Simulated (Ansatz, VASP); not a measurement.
## One calculation of B, two programs

```
B
1.0
    -1.50559    1.50559    0.70489
     1.50559   -1.50559    0.70489
     1.50559    1.50559   -0.70489
B
2
Direct
  0.62500 0.87500 0.75000
  0.37500 0.12500 0.25000
```

Change from the starting cell: volume scaled by 0.4, LAPW.

Alike in both runs: task single point; functional PBE; k mesh 21 × 21 × 21; occupations fermi-dirac, width 0.05 eV; no spin polarisation.

|  | VASP | Ansatz |
| --- | --- | --- |
| version | VASP 6.6.1 | Ansatz 0.2.0 |
| potentials or method | VASP PAW PBE potentials, release 64 (B), cutoff 520 eV | all-electron LAPW, scalar-relativistic |

VASP gave:

```
pressure (GPa)                                                : 591.6
traceless stress, the component that is largest in VASP (GPa) : 0.03
```

Estimate Ansatz's values.

pressure (GPa): 589.5; traceless stress, the component that is largest in VASP (GPa): -0.16.

Both programs put the cell under a high pressure, so it lies far from rest at this level. Ansatz ran all-electron here, and VASP with PAW potentials.

Noted on VASP's run: the cell as given lies far from equilibrium.
